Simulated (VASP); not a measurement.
# SiC2 (P-3m1) in VASP: single point with PBE

Aim: the single point of SiC2 with PBE.

Program: VASP 6.6.1. These are calculated values, not measurements. Logs are shortened: lines on timing, memory, paths and dates and some standing lists are left out, and cuts for length are marked.

## (1) The cell of the first run

The structure is trigonal, space group P-3m1 (No. 164). Conventional cell: a = 2.530 Å, b = 2.530 Å, c = 9.440 Å, α = 90.00°, β = 90.00°, γ = 120.00°. Within 2.1 Å of C (site symmetry 3m) lie 3 C at 1.54 Å and 1 Si at 1.99 Å. Within 2.1 Å of C (site symmetry 3m) lie 4 C at 1.54 to 1.58 Å. Si (site symmetry 3m) has 1 C at 1.99 Å and 6 Si at 2.53 Å within 2.6 Å.

## (2) Single point, PBE

INCAR

```
PREC     = Accurate       # precision mode
ENCUT    = 600            # plane-wave cutoff, eV
EDIFF    = 1E-6           # SCF threshold, eV
ISMEAR   = -1             # smearing method
SIGMA    = 0.02           # smearing width, eV
LREAL    = False          # projectors in reciprocal space
LASPH    = True           # aspherical terms in the spheres
NELM     = 120            # most SCF steps
ALGO     = Normal         # electronic algorithm
ISIF     = 2              # what is computed and relaxed
LWAVE    = False          # write WAVECAR
LCHARG   = False          # write CHGCAR
GGA      = PE             # functional
NBANDS   = 21             # bands
GGA_COMPAT= False
```

KPOINTS

```
Automatic mesh
0
Gamma
  12 12 4
```

POSCAR

```
SiC2
1.0
    2.5295636113      0.0000000000      0.0000000000
   -1.2647818057      2.1906663479      0.0000000000
    0.0000000000      0.0000000000      9.4401845763
C Si
4 2
Direct
    0.3333333333      0.6666666667      0.6350200126
    0.0000000000      0.0000000000      0.4164041689
    0.0000000000      0.0000000000      0.5835958311
    0.6666666667      0.3333333333      0.3649799874
    0.6666666667      0.3333333333      0.1546651133
    0.3333333333      0.6666666667      0.8453348867
```

Potentials or basis: VASP PAW PBE potentials, release 64 (C, Si).

Command:

```sh
$ cat potpaw_PBE.64/C/POTCAR potpaw_PBE.64/Si/POTCAR > POTCAR
$ mpirun -np 1 vasp_std > vasp.out
```

OUTCAR:

```text
PREC = Accurate
   ENCUT = 600
   EDIFF = 1E-6
   ISMEAR = -1
   LREAL = False
   LASPH = True
   NELM = 120
   ISIF = 2
   GGA = PE

 ion  position               nearest neighbor table
   1  0.333  0.667  0.635-   3 1.54   3 1.54   3 1.54   6 1.99
   2  0.000  0.000  0.416-   4 1.54   4 1.54   4 1.54   3 1.58
   3  0.000  0.000  0.584-   1 1.54   1 1.54   1 1.54   2 1.58
   4  0.667  0.333  0.365-   2 1.54   2 1.54   2 1.54   5 1.99
   5  0.667  0.333  0.155-   4 1.99
   6  0.333  0.667  0.845-   1 1.99

  LATTYP: Found a hexagonal cell.
 ALAT       =     2.5295636113
 C/A-ratio  =     3.7319419579

  Lattice vectors:

 A1 = (   2.5295636113,   0.0000000000,   0.0000000000)
 A2 = (  -1.2647818057,   2.1906663479,   0.0000000000)
 A3 = (   0.0000000000,   0.0000000000,   9.4401845763)

Analysis of symmetry for initial positions (statically):
=====================================================================
 Subroutine PRICEL returns:
 Original cell was already a primitive cell.

 Routine SETGRP: Setting up the symmetry group for a
 hexagonal supercell.

 Subroutine GETGRP returns: Found 12 space group operations
 (whereof 12 operations were pure point group operations)
 out of a pool of 24 trial point group operations.

The static configuration has the point symmetry D_3d.

Analysis of symmetry for dynamics (positions and initial velocities):
=====================================================================
 Subroutine PRICEL returns:
 Original cell was already a primitive cell.

 Routine SETGRP: Setting up the symmetry group for a
 hexagonal supercell.

 Subroutine GETGRP returns: Found 12 space group operations
 (whereof 12 operations were pure point group operations)
 out of a pool of 24 trial point group operations.

The dynamic configuration has the point symmetry D_3d.

 Subroutine INISYM returns: Found 12 space group operations
 (whereof 12 operations are pure point group operations),
 and found     1 'primitive' translations

----------------------------------------------------------------------------------------

                                     Primitive cell

  volume of cell :      52.3121

  direct lattice vectors                    reciprocal lattice vectors
     2.529563611  0.000000000  0.000000000     0.395325105  0.228241056  0.000000000
    -1.264781806  2.190666348  0.000000000     0.000000000  0.456482111  0.000000000
     0.000000000  0.000000000  9.440184576     0.000000000  0.000000000  0.105930132

  length of vectors
     2.529563611  2.529563611  9.440184576     0.456482111  0.456482111  0.105930132

  position of ions in fractional coordinates (direct lattice)
     0.333333333  0.666666667  0.635020013
     0.000000000  0.000000000  0.416404169
     0.000000000  0.000000000  0.583595831
     0.666666667  0.333333333  0.364979987
     0.666666667  0.333333333  0.154665113
     0.333333333  0.666666667  0.845334887

  ion indices of the primitive-cell ions
   primitive index   ion index
                 1           1
                 2           2
                 3           3
                 4           4
                 5           5
                 6           6

----------------------------------------------------------------------------------------

 KPOINTS: Automatic mesh

Automatic generation of k-mesh.
 Grid dimensions read from file:
 generate k-points for:   12   12    4

 Generating k-lattice:

  Cartesian coordinates                     Fractional coordinates (reciprocal lattice)
     0.032943759  0.019020088  0.000000000     0.083333333  0.000000000  0.000000000
     0.000000000  0.038040176  0.000000000     0.000000000  0.083333333  0.000000000
     0.000000000  0.000000000  0.026482533     0.000000000  0.000000000  0.250000000

  Length of vectors
     0.038040176  0.038040176  0.026482533

  Shift w.r.t. Gamma in fractional coordinates (k-lattice)
     0.000000000  0.000000000  0.000000000

 Subroutine IBZKPT returns following result:
 ===========================================

 Found     69 irreducible k-points:

 Following reciprocal coordinates:
            Coordinates               Weight
  0.000000  0.000000  0.000000      1.000000
  0.083333  0.000000  0.000000      6.000000
  0.166667  0.000000  0.000000      6.000000
  0.250000  0.000000  0.000000      6.000000
  0.333333  0.000000  0.000000      6.000000
  0.416667  0.000000  0.000000      6.000000
[... 16 lines left out ...]
  0.166667  0.000000  0.250000      6.000000
  0.000000  0.166667  0.250000      6.000000
 [... further k-points ...]
   k-points           NKPTS =     69   k-points in BZ     NKDIM =     69   number of bands    NBANDS=     21
   number of dos      NEDOS =    301   number of ions     NIONS =      6
   total plane-waves  NPLWV =  32000
   dimension x,y,z NGX =    20 NGY =   20 NGZ =   80
   dimension x,y,z NGXF=    40 NGYF=   40 NGZF=  160
   ions per type =               4   2
   NGX,Y,Z   is equivalent  to a cutoff of  13.14, 13.14, 14.09 a.u.
   NGXF,Y,Z  is equivalent  to a cutoff of  26.29, 26.29, 28.18 a.u.
 SYSTEM =  unknown system
   PREC   = accura    normal or accurate (medium, high low for compatibility)
   ISTART =      0    job   : 0-new  1-cont  2-samecut
   ICHARG =      2    charge: 1-file 2-atom 10-const
   ISPIN  =      1    spin polarized calculation?
   LNONCOLLINEAR =      F non collinear calculations
   LSORBIT =      F    spin-orbit coupling
   LASPH  =      T    aspherical Exc in radial PAW
   ENCUT  =  600.0 eV  44.10 Ry    6.64 a.u.   5.05  5.05 18.85*2*pi/ulx,y,z
   NELM   =    120;   NELMIN=  2; NELMDL= -5     # of ELM steps
   EDIFF  = 0.1E-05   stopping-criterion for ELM
   LREAL  =      F    real-space projection
   EDIFFG = 0.1E-04   stopping-criterion for IOM
   NSW    =      0    number of steps for IOM
   IBRION =     -1    ionic relax: 0-MD 1-quasi-New 2-CG
   NFREE  =      0    steps in history (QN), initial steepest desc. (CG)
   ISIF   =      2    stress and relaxation
   ISYM   =      2    0-nonsym 1-usesym 2-fastsym
   POTIM  = 0.5000    time-step for ionic-motion
   TEBEG  =    0.0;   TEEND  =   0.0 temperature during run
   PSTRESS=    0.0 pullay stress
   NELECT =      24.0000    total number of electrons
   NUPDOWN=      -1.0000    fix difference up-down
   EMIN   =  10.00;   EMAX   =-10.00  energy-range for DOS
   EFERMI =   0.00;   METHOD = LEGACY
   ISMEAR =    -1;   SIGMA  =   0.02  broadening in eV -4-tet -1-fermi 0-gaus
   EFERMI_NEDOS =   21; number of points for ismear=-14 and -15
   IALGO  =     38    algorithm
   IMIX   =      4    mixing-type and parameters
     AMIX     =   0.40;   BMIX     =  1.00
     AMIX_MAG =   1.60;   BMIX_MAG =  1.00
  volume/ion in A,a.u.               =       8.72        58.84
  Fermi-wavevector in a.u.,A,eV,Ry     =   1.262635  2.386034 21.691047  1.594247
  Thomas-Fermi vector in A             =   2.396033
   LORBIT       =      0    0 simple, 1 ext, 2 COOP (PROOUT), +10 PAW based schemes
   GGA     = PE    functional components
   LHFCALC =     F    Hartree Fock is set to
   AEXX    =    0.0000 exact exchange contribution
   IVDW    =     0    specifies the selected vdW correction
   LEPSILON=     F    determine dielectric tensor
   LRPA    =     F    only Hartree local field effects (RPA)
 non-spin polarized calculation
  energy-cutoff  :      600.00
  volume of cell :       52.31
 maximum number of plane-waves:      1770
   NGX = 11   NGY = 11   NGZ = 37

 number of electron      24.0000000 magnetization

 Free energy of the ion-electron system (eV)
  ---------------------------------------------------
  ext. energy  EPLUGINS =         0.00000000
  ---------------------------------------------------
  free energy    TOTEN  =       -45.46761351 eV

  energy without entropy =      -45.46627464  energy(sigma->0) =      -45.46694408

 E-fermi :   9.7505     XC(G=0): -11.9772

 val. band max:        9.7486748620   @ k =   0.3333   0.3333   0.0000
 cond. band min:       9.8100677762   @ k =   0.2500   0.1667   0.5000
 fundamental gap:      0.0613929141
 Fermi energy:         9.7504527656

 k-point     1 :       0.0000    0.0000    0.0000
  band No.  band energies     occupation
      1     -10.9067      2.00000
      2      -8.4093      2.00000
      3      -4.3092      2.00000
      4      -2.2105      2.00000
      5      -0.6356      2.00000
      6       5.0898      2.00000
[... 13 lines left out ...]
     20      23.1085      0.00000
     21      23.1244      0.00000

 k-point     2 :       0.0833    0.0000    0.0000
  band No.  band energies     occupation
      1     -10.7378      2.00000
      2      -8.2434      2.00000
      3      -4.1096      2.00000
      4      -2.0136      2.00000
      5      -0.4636      2.00000
      6       5.2323      2.00000
[... 13 lines left out ...]
     20      20.4248      0.00000
     21      21.1625      0.00000

 k-point     3 :       0.1667    0.0000    0.0000
  band No.  band energies     occupation
      1     -10.2328      2.00000
      2      -7.7484      2.00000
      3      -3.5151      2.00000
      4      -1.4256      2.00000
      5       0.0407      2.00000
      6       4.4600      2.00000
[... 13 lines left out ...]
     20      20.0568      0.00000
     21      20.1039      0.00000
[... 457 lines left out ...]
 k-point    23 :       0.1667    0.0000    0.2500
  band No.  band energies     occupation
      1     -10.2321      2.00000
      2      -7.7546      2.00000
      3      -3.3409      2.00000
      4      -1.9668      2.00000
      5       0.7007      2.00000
      6       4.3095      2.00000
[... 13 lines left out ...]
     20      19.6635      0.00000
     21      20.0287      0.00000

 k-point    24 :       0.0000    0.1667    0.2500
  band No.  band energies     occupation
      1     -10.2321      2.00000
      2      -7.7545      2.00000
      3      -3.3426      2.00000
      4      -1.9617      2.00000
      5       0.6891      2.00000
      6       4.3947      2.00000
[... 13 lines left out ...]
     20      19.9838      0.00000
     21      20.2441      0.00000

 [... further k-points ...]

------------------------ aborting loop because EDIFF is reached ----------------------------------------

  FORCE on cell =-STRESS in cart. coord.  units (eV):
  Direction    XX          YY          ZZ          XY          YZ          ZX
  --------------------------------------------------------------------------------------
  -------------------------------------------------------------------------------------
  Total        1.0570259      1.0570259      0.4497154     -0.0000000     -0.0000000     -0.0000000
  in kB       32.3738144     32.3738144     13.7735533     -0.0000000     -0.0000000     -0.0000000
  external PRESSURE =      26.1737274 kB  Pullay stress =       0.0000000 kB

 VOLUME and BASIS-vectors are now :
 -----------------------------------------------------------------------------
  energy-cutoff  :      600.00
  volume of cell :       52.31
      direct lattice vectors                 reciprocal lattice vectors
     2.529563611  0.000000000  0.000000000     0.395325105  0.228241056  0.000000000
    -1.264781806  2.190666348  0.000000000     0.000000000  0.456482111  0.000000000
     0.000000000  0.000000000  9.440184576     0.000000000  0.000000000  0.105930132

 POSITION                                       TOTAL-FORCE (eV/Angst)
 -----------------------------------------------------------------------------------
     -0.00000      1.46044      5.99471        -0.000000      0.000000     -0.065237
      0.00000      0.00000      3.93093        -0.000000      0.000000     -0.075827
      0.00000      0.00000      5.50925         0.000000     -0.000000      0.075827
      1.26478      0.73022      3.44548         0.000000      0.000000      0.065237
      1.26478      0.73022      1.46007        -0.000000      0.000000     -0.200466
     -0.00000      1.46044      7.98012         0.000000     -0.000000      0.200466
 -----------------------------------------------------------------------------------
    total drift:                                0.000000      0.000000      0.000000

  FREE ENERGIE OF THE ION-ELECTRON SYSTEM (eV)
  ---------------------------------------------------
  free  energy   TOTEN  =       -45.4676135117 eV

  energy  without entropy=      -45.4662746428  energy(sigma->0) =      -45.46694408
```

Wall time 74 s (1 thread of Intel Xeon Platinum 8259CL at 2.50GHz (Skylake/Cascade Lake), shared host); peak memory 0.21 GiB.

What came out:

```
Free energy            : -45.4676 eV
Pressure               : 2.6 GPa
Largest force          : 0.200 eV/Å
Band gap on the k mesh : zero (band 12 reaches 12.73 eV, above the bottom of band 13 at 7.08 eV)
```

Forces in eV/Å, atoms in the order of the input:
```
C    0.000  0.000 -0.065
C    0.000  0.000 -0.076
C    0.000  0.000  0.076
C    0.000  0.000  0.065
Si   0.000  0.000 -0.200
Si   0.000  0.000  0.200
```
